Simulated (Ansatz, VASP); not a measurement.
# AlN in VASP and in Ansatz

```xyz
4
Lattice="3.1067 0.0000 0.0000 -1.5533 2.6905 0.0000 0.0000 0.0000 4.9786" Properties=species:S:1:pos:R:3 pbc="T T T"
Al    0.0000    1.7937   -0.0164
Al    1.5533    0.8968    2.4729
N     0.0000    1.7937    1.8834
N     1.5533    0.8968    4.3727
```

Alike in both runs: task single point; functional PBE; k mesh 12 × 12 × 6; occupations fermi-dirac, width 0.02 eV; no spin polarisation.

|  | VASP | Ansatz |
| --- | --- | --- |
| version | VASP 6.6.1 | Ansatz 0.2.0 |
| potentials or method | VASP PAW PBE potentials, release 64 (Al, N) | plane waves, PAW |
| plane-wave cutoff (eV) | 520 | 420 |
| valence electrons in the cell | 16 | 16 |

```csv
,VASP,Ansatz,Ansatz less VASP
gap on the k mesh at the Fermi level (eV),4.24,4.23,-0.011
pressure (GPa),4.4,4.6,+0.26
"traceless stress, the component that is largest in VASP (GPa)",-0.10,-0.14,-0.043
rms of the force components (eV/Å),0.005,0.005,+0.0002
```

Atom by atom the forces differ by 0.000 eV/Å (rms over components). The functional is the same, so the differences come from potentials, cutoffs and numerics.
